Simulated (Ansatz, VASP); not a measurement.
**TiC in VASP and in Ansatz**

```
Ti C
1.0
     0.00000    2.16400    2.16400
     2.16400    0.00000    2.16400
     2.16400    2.16400    0.00000
Ti C
1 1
Direct
  0.00000 0.00000 0.00000
  0.50000 0.50000 0.50000
```

Alike in both runs: task electric field gradients; functional r2SCAN; k mesh 16 × 16 × 16; occupations fermi-dirac, width 0.03 eV; no spin polarisation.

|  | VASP | Ansatz |
| --- | --- | --- |
| version | VASP 6.6.1 | Ansatz 0.2.0 |
| potentials or method | VASP PAW PBE potentials, release 64 (Ti_sv, C) | PAW with Ansatz's default frozen-core files, scalar-relativistic |
| plane-wave cutoff (eV) | 520 | 500 |
| valence electrons in the cell | 16 | 16 |

Ansatz gave:

| Quantity | Value |
| --- | --- |
| pressure (GPa) | 0.0 |

Question: Which values does VASP return?

Answer: Pressure (GPa): 0.9.

VASP's potentials were made for PBE, not for r2SCAN.
